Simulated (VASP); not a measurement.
# SnS2 (P-3m1) in VASP: single point with PBE0

Aim: the single point of SnS2 with PBE0.

All numbers are computed with VASP 6.6.1; they aren't measurements. Logs are shortened: lines on timing, memory, paths and dates and some standing lists are left out, and cuts for length are marked.

## Step 1: The cell of the first run

It takes space group P-3m1 (No. 164, trigonal). The conventional cell has a = 3.661 Å, b = 3.661 Å, c = 5.962 Å, α = 90.00°, β = 90.00°, γ = 120.00°. Within 3.4 Å of Sn (site symmetry -3m) lie 6 S at 2.57 Å. Within 3.4 Å of S (site symmetry 3m) lie 3 Sn at 2.57 Å.

## Step 2: Single point, PBE0

POSCAR

```
SnS2
1.0
    3.6607452510      0.0000000000      0.0000000000
   -1.8303726255      3.1702983842      0.0000000000
    0.0000000000      0.0000000000      5.9618843037
Sn S
1 2
Direct
    0.0000000000      0.0000000000      0.0000000000
    0.3333333333      0.6666666667      0.2455884213
    0.6666666667      0.3333333333      0.7544115787
```

INCAR.step1

```
  PREC = Accurate
  ENCUT = 400
  EDIFF = 1E-5
  ISMEAR = 0
  SIGMA = 0.01
  LREAL = False
  LASPH = True
  NELM = 120
  ALGO = Normal
  ISIF = 2
  LWAVE = True
  LCHARG = False
  NBANDS = 20
  GGA = PE
  GGA_COMPAT = False
  KPAR = 4
```

INCAR.step2

```
  PREC = Accurate
  ENCUT = 400
  EDIFF = 1E-6
  ISMEAR = 0
  SIGMA = 0.01
  LREAL = False
  LASPH = True
  NELM = 120
  ALGO = Normal
  ISIF = 2
  LWAVE = False
  LCHARG = False
  GGA = PE
  LHFCALC = True
  AEXX = 0.25
  PRECFOCK = Normal
  NBANDS = 20
  ISTART = 1
  GGA_COMPAT = False
  KPAR = 4
```

KPOINTS

```
Automatic mesh
0
Gamma
  6 6 4
```

Potentials or basis: VASP PAW PBE potentials, release 64 (Sn_d, S).

Started as:

```bash
cat potpaw_PBE.64/Sn_d/POTCAR potpaw_PBE.64/S/POTCAR > POTCAR
cp INCAR.step1 INCAR
mpirun -np 4 vasp_std > vasp.out
cp INCAR.step2 INCAR
mpirun -np 4 vasp_std > vasp.out
```

OUTCAR:

```text
PREC = Accurate
   ENCUT = 400
   EDIFF = 1E-6
   ISMEAR = 0
   LREAL = False
   LASPH = True
   NELM = 120
   ISIF = 2
   GGA = PE
   LHFCALC = True
   AEXX = 0.25
   PRECFOCK = Normal
   ISTART = 1

 ion  position               nearest neighbor table
   1  0.000  0.000  0.000-   2 2.57   3 2.57   3 2.57   2 2.57   3 2.57   2 2.57
   2  0.333  0.667  0.246-   1 2.57   1 2.57   1 2.57
   3  0.667  0.333  0.754-   1 2.57   1 2.57   1 2.57

  LATTYP: Found a hexagonal cell.
 ALAT       =     3.6607452510
 C/A-ratio  =     1.6285985216

  Lattice vectors:

 A1 = (   3.6607452510,   0.0000000000,   0.0000000000)
 A2 = (  -1.8303726255,   3.1702983842,   0.0000000000)
 A3 = (   0.0000000000,   0.0000000000,   5.9618843037)

Analysis of symmetry for initial positions (statically):
=====================================================================
 Subroutine PRICEL returns:
 Original cell was already a primitive cell.

 Routine SETGRP: Setting up the symmetry group for a
 hexagonal supercell.

 Subroutine GETGRP returns: Found 12 space group operations
 (whereof 12 operations were pure point group operations)
 out of a pool of 24 trial point group operations.

The static configuration has the point symmetry D_3d.

Analysis of symmetry for dynamics (positions and initial velocities):
=====================================================================
 Subroutine PRICEL returns:
 Original cell was already a primitive cell.

 Routine SETGRP: Setting up the symmetry group for a
 hexagonal supercell.

 Subroutine GETGRP returns: Found 12 space group operations
 (whereof 12 operations were pure point group operations)
 out of a pool of 24 trial point group operations.

The dynamic configuration has the point symmetry D_3d.

 Subroutine INISYM returns: Found 12 space group operations
 (whereof 12 operations are pure point group operations),
 and found     1 'primitive' translations

----------------------------------------------------------------------------------------

                                     Primitive cell

  volume of cell :      69.1916

  direct lattice vectors                    reciprocal lattice vectors
     3.660745251  0.000000000  0.000000000     0.273168421  0.157713861  0.000000000
    -1.830372625  3.170298384  0.000000000     0.000000000  0.315427723  0.000000000
     0.000000000  0.000000000  5.961884304     0.000000000  0.000000000  0.167732205

  length of vectors
     3.660745251  3.660745251  5.961884304     0.315427723  0.315427723  0.167732205

  position of ions in fractional coordinates (direct lattice)
     0.000000000  0.000000000  0.000000000
     0.333333333  0.666666667  0.245588421
     0.666666667  0.333333333  0.754411579

  ion indices of the primitive-cell ions
   primitive index   ion index
                 1           1
                 2           2
                 3           3

----------------------------------------------------------------------------------------

 KPOINTS: Automatic mesh

Automatic generation of k-mesh.
 Grid dimensions read from file:
 generate k-points for:    6    6    4

 Generating k-lattice:

  Cartesian coordinates                     Fractional coordinates (reciprocal lattice)
     0.045528070  0.026285644  0.000000000     0.166666667  0.000000000  0.000000000
     0.000000000  0.052571287  0.000000000     0.000000000  0.166666667  0.000000000
     0.000000000  0.000000000  0.041933051     0.000000000  0.000000000  0.250000000

  Length of vectors
     0.052571287  0.052571287  0.041933051

  Shift w.r.t. Gamma in fractional coordinates (k-lattice)
     0.000000000  0.000000000  0.000000000

 Subroutine IBZKPT returns following result:
 ===========================================

 Found     24 irreducible k-points:

 Following reciprocal coordinates:
            Coordinates               Weight
  0.000000  0.000000  0.000000      1.000000
  0.166667  0.000000  0.000000      6.000000
  0.333333  0.000000  0.000000      6.000000
  0.500000  0.000000  0.000000      3.000000
  0.166667  0.166667  0.000000      6.000000
  0.333333  0.166667  0.000000     12.000000
[... 16 lines left out ...]
  0.333333  0.166667  0.500000     12.000000
  0.333333  0.333333  0.500000      2.000000
   k-points           NKPTS =     24   k-points in BZ     NKDIM =    144   number of bands    NBANDS=     20
   number of dos      NEDOS =    301   number of ions     NIONS =      3
   total plane-waves  NPLWV =  23040
   dimension x,y,z NGX =    24 NGY =   24 NGZ =   40
   dimension x,y,z NGXF=    48 NGYF=   48 NGZF=   80
   ions per type =               1   2
   NGX,Y,Z   is equivalent  to a cutoff of  10.90, 10.90, 11.15 a.u.
   NGXF,Y,Z  is equivalent  to a cutoff of  21.80, 21.80, 22.31 a.u.
 SYSTEM =  unknown system
   PREC   = accura    normal or accurate (medium, high low for compatibility)
   ISTART =      1    job   : 0-new  1-cont  2-samecut
   ICHARG =      0    charge: 1-file 2-atom 10-const
   ISPIN  =      1    spin polarized calculation?
   LNONCOLLINEAR =      F non collinear calculations
   LSORBIT =      F    spin-orbit coupling
   LASPH  =      T    aspherical Exc in radial PAW
   ENCUT  =  400.0 eV  29.40 Ry    5.42 a.u.   5.97  5.97  9.72*2*pi/ulx,y,z
   NELM   =    120;   NELMIN=  2; NELMDL=  0     # of ELM steps
   EDIFF  = 0.1E-05   stopping-criterion for ELM
   LREAL  =      F    real-space projection
   EDIFFG = 0.1E-04   stopping-criterion for IOM
   NSW    =      0    number of steps for IOM
   IBRION =     -1    ionic relax: 0-MD 1-quasi-New 2-CG
   NFREE  =      0    steps in history (QN), initial steepest desc. (CG)
   ISIF   =      2    stress and relaxation
   ISYM   =      3    0-nonsym 1-usesym 2-fastsym
   POTIM  = 0.5000    time-step for ionic-motion
   TEBEG  =    0.0;   TEEND  =   0.0 temperature during run
   PSTRESS=    0.0 pullay stress
   NELECT =      26.0000    total number of electrons
   NUPDOWN=      -1.0000    fix difference up-down
   EMIN   =  10.00;   EMAX   =-10.00  energy-range for DOS
   EFERMI =   0.00;   METHOD = LEGACY
   ISMEAR =     0;   SIGMA  =   0.01  broadening in eV -4-tet -1-fermi 0-gaus
   EFERMI_NEDOS =   21; number of points for ismear=-14 and -15
   IALGO  =     38    algorithm
   IMIX   =      1    mixing-type and parameters
     AMIX     =   0.40;   BMIX     =  1.00
     AMIX_MAG =   1.60;   BMIX_MAG =  1.00
  volume/ion in A,a.u.               =      23.06       155.64
  Fermi-wavevector in a.u.,A,eV,Ry     =   1.181358  2.232443 18.988384  1.395607
  Thomas-Fermi vector in A             =   2.317633
   LORBIT       =      0    0 simple, 1 ext, 2 COOP (PROOUT), +10 PAW based schemes
   GGA     = PE    functional components
   LHFCALC =     T    Hartree Fock is set to
   PRECFOCK=normal    Normal, Fast or Accurate (Low or Medium for compatibility)
   ENCUT4O =  -1.0   cutoff for four orbital integrals eV
   NKREDX  =     1    reduce k-point grid by
   NKREDY  =     1    reduce k-point grid by
   NKREDZ  =     1    reduce k-point grid by
   AEXX    =    0.2500 exact exchange contribution
   HFSCREEN=    0.0000 screening length (either q_TF or 0.3 A-1)
   HFSCREENC=   0.0000 screening length for correlation (either q_TF or 0.3 A-1)
   ENCUTFOCK=  -1.0 apply spherical cutoff to Coloumb kernel
   IVDW    =     0    specifies the selected vdW correction
   LEPSILON=     F    determine dielectric tensor
   LRPA    =     F    only Hartree local field effects (RPA)
 non-spin polarized calculation
 Gauss-broadening in eV      SIGMA  =   0.01
  energy-cutoff  :      400.00
  volume of cell :       69.19
 maximum number of plane-waves:      1272
  NGX = 18; NGY = 18; NGZ = 30

 number of electron      26.0000001 magnetization

 Free energy of the ion-electron system (eV)
  ---------------------------------------------------
  ext. energy  EPLUGINS =         0.00000000
  ---------------------------------------------------
  free energy    TOTEN  =       -17.75299033 eV

  energy without entropy =      -17.75299033  energy(sigma->0) =      -17.75299033

 E-fermi :   3.4459     XC(G=0):  -7.5106

 val. band max:        3.3902339127   @ k =   0.0000   0.0000   0.0000
 cond. band min:       6.5015748874   @ k =   0.5000   0.0000   0.2500
 fundamental gap:      3.1113409748
 Fermi energy:         3.4458787036

 k-point     1 :       0.0000    0.0000    0.0000
  band No.  band energies     occupation
      1     -19.4533      2.00000
      2     -19.4533      2.00000
      3     -19.3910      2.00000
      4     -19.3651      2.00000
      5     -19.3651      2.00000
      6     -11.6887      2.00000
[... 12 lines left out ...]
     19      14.9088      0.00000
     20      14.9088      0.00000

 k-point     2 :       0.1667    0.0000    0.0000
  band No.  band energies     occupation
      1     -19.4738      2.00000
      2     -19.4415      2.00000
      3     -19.3814      2.00000
      4     -19.3707      2.00000
      5     -19.3607      2.00000
      6     -11.3574      2.00000
[... 12 lines left out ...]
     19      14.3930      0.00000
     20      15.2342      0.00000

 k-point     3 :       0.3333    0.0000    0.0000
  band No.  band energies     occupation
      1     -19.5185      2.00000
      2     -19.4282      2.00000
      3     -19.3926      2.00000
      4     -19.3476      2.00000
      5     -19.3413      2.00000
      6     -10.4575      2.00000
[... 12 lines left out ...]
     19      14.7544      0.00000
     20      15.7072      0.00000

 k-point     4 :       0.5000    0.0000    0.0000
  band No.  band energies     occupation
      1     -19.5414      2.00000
      2     -19.4259      2.00000
      3     -19.3998      2.00000
      4     -19.3336      2.00000
      5     -19.3269      2.00000
      6      -9.6497      2.00000
[... 429 lines left out ...]
 k-point    23 :       0.3333    0.1667    0.5000
  band No.  band energies     occupation
      1     -19.5195      2.00000
      2     -19.4442      2.00000
      3     -19.3862      2.00000
      4     -19.3478      2.00000
      5     -19.3311      2.00000
      6      -9.6401      2.00000
[... 12 lines left out ...]
     19      14.6442      0.00000
     20      15.6356      0.00000

 k-point    24 :       0.3333    0.3333    0.5000
  band No.  band energies     occupation
      1     -19.4850      2.00000
      2     -19.4850      2.00000
      3     -19.3600      2.00000
      4     -19.3600      2.00000
      5     -19.3397      2.00000
      6      -9.0332      2.00000
[... 12 lines left out ...]
     19      14.9453      0.00000
     20      15.0175      0.00000

------------------------ aborting loop because EDIFF is reached ----------------------------------------

  FORCE on cell =-STRESS in cart. coord.  units (eV):
  Direction    XX          YY          ZZ          XY          YZ          ZX
  --------------------------------------------------------------------------------------
  -------------------------------------------------------------------------------------
  Total       -0.2105887     -0.2105887     -0.1864302      0.0000000      0.0000000      0.0000000
  in kB       -4.8763222     -4.8763222     -4.3169165      0.0000000      0.0000000      0.0000000
  external PRESSURE =      -4.6898537 kB  Pullay stress =       0.0000000 kB

 VOLUME and BASIS-vectors are now :
 -----------------------------------------------------------------------------
  energy-cutoff  :      400.00
  volume of cell :       69.19
      direct lattice vectors                 reciprocal lattice vectors
     3.660745251  0.000000000  0.000000000     0.273168421  0.157713861  0.000000000
    -1.830372625  3.170298384  0.000000000     0.000000000  0.315427723  0.000000000
     0.000000000  0.000000000  5.961884304     0.000000000  0.000000000  0.167732205

 POSITION                                       TOTAL-FORCE (eV/Angst)
 -----------------------------------------------------------------------------------
      0.00000      0.00000      0.00000        -0.000000      0.000000      0.000000
     -0.00000      2.11353      1.46417        -0.000000     -0.000000     -0.290386
      1.83037      1.05677      4.49771         0.000000      0.000000      0.290386
 -----------------------------------------------------------------------------------
    total drift:                                0.000000     -0.000000     -0.000000

  FREE ENERGIE OF THE ION-ELECTRON SYSTEM (eV)
  ---------------------------------------------------
  free  energy   TOTEN  =       -17.7529903266 eV

  energy  without entropy=      -17.7529903266  energy(sigma->0) =      -17.75299033
```

It took 23 min on 4 MPI ranks of AMD EPYC 7R43 (Zen 3), shared host; peak memory 0.15 GiB.

What came out:

| Item | Value |
| --- | --- |
| Free energy | -17.7530 eV |
| Pressure | -0.5 GPa |
| Largest force | 0.290 eV/Å |
| Band gap on the k mesh | 3.11 eV (least direct gap 3.48 eV) |

Forces in eV/Å, atoms in the order of the input:
```
Sn   0.000  0.000  0.000
S    0.000  0.000 -0.290
S    0.000  0.000  0.290
```

Caveat: the PAW data sets were made with another functional, which shifts forces and pressure a little; spin-orbit coupling is left out, which moves the levels of the heavy elements; this functional lacks dispersion, which binds layers or chains, so the pressure and a relaxed spacing across them are unreliable.
